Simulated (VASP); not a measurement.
**LiCl: single point with PBE**

Crystal: LiCl.

```
CELL_PARAMETERS angstrom
0.00000 2.55604 2.55604
2.55604 0.00000 2.55604
2.55604 2.55604 0.00000
ATOMIC_POSITIONS crystal
Li 0.00000 0.00000 0.00000
Cl 0.50000 0.50000 0.50000
```

```yaml
Program: VASP 6.6.1
Task: single point
Functional: PBE
Potentials_or_basis: VASP PAW PBE potentials, release 64 (Li_sv, Cl)
Cutoff: 520 eV
k_mesh: 8 × 8 × 8
Occupations: gaussian, width 0.01 eV
Spin: no spin polarisation
```

| Item | Value |
| --- | --- |
| Band gap on the k mesh | 6.40 eV |

Levels at points of the mesh, in eV from the valence-band top:
```tsv
k point	band 1	band 2	band 3	band 4	band 5	band 6	band 7	band 8	band 9	band 10
(0.00, 0.00, 0.00)	-43.50	-13.43	0.00	0.00	0.00	6.40	11.95	11.95	11.95	14.59
(0.50, 0.00, 0.00)	-43.50	-12.85	-2.85	-0.26	-0.26	6.77	9.51	9.51	13.08	16.98
(0.50, 0.50, 0.00)	-43.50	-12.60	-2.94	-1.12	-1.12	7.91	8.28	12.53	14.20	14.20
```

It took 9.6 s on 1 thread of Intel(R) Xeon(R) Platinum 8375C CPU @ 2.90GHz (Ice Lake), on a shared host, peak memory 0.15 GiB.

 A k mesh can miss the band edges.
